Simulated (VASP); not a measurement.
CaS: single point with HSE06

The system is CaS.

```xyz
2
Lattice="0.0000 2.8479 2.8479 2.8479 0.0000 2.8479 2.8479 2.8479 0.0000" Properties=species:S:1:pos:R:3 pbc="T T T"
Ca    0.0000    0.0000    0.0000
S     2.8479    2.8479    2.8479
```

```
Program             : VASP 6.6.1
Task                : single point
Functional          : HSE06
Potentials or basis : VASP PAW PBE potentials, release 64 (Ca_sv, S)
Cutoff              : 400 eV
k mesh              : 4 × 4 × 4
Occupations         : gaussian, width 0.01 eV
Spin                : no spin polarisation
```

* Pressure: 0.3 GPa
* Band gap on the k mesh: 3.40 eV, indirect (least direct gap 4.31 eV)

Levels at points of the mesh, in eV from the valence-band top:
```csv
k point,band 6,band 7,band 8,band 9,band 10,band 11
"(0.00, 0.00, 0.00)",0.00,0.00,0.00,5.18,5.48,5.48
"(0.50, 0.00, 0.00)",-3.38,-1.22,-1.22,6.18,7.66,7.90
"(0.50, 0.50, 0.00)",-2.54,-0.90,-0.90,3.40,7.11,7.14
```

It took 2.1 min on 1 thread of Intel(R) Xeon(R) Platinum 8559C (Emerald Rapids), on a shared host, peak memory 0.26 GiB.

Caveat: the k points lie up to 0.48 Å⁻¹ apart; the PAW data sets were made with another functional, which shifts forces and pressure a little. A k mesh can miss the band edges.
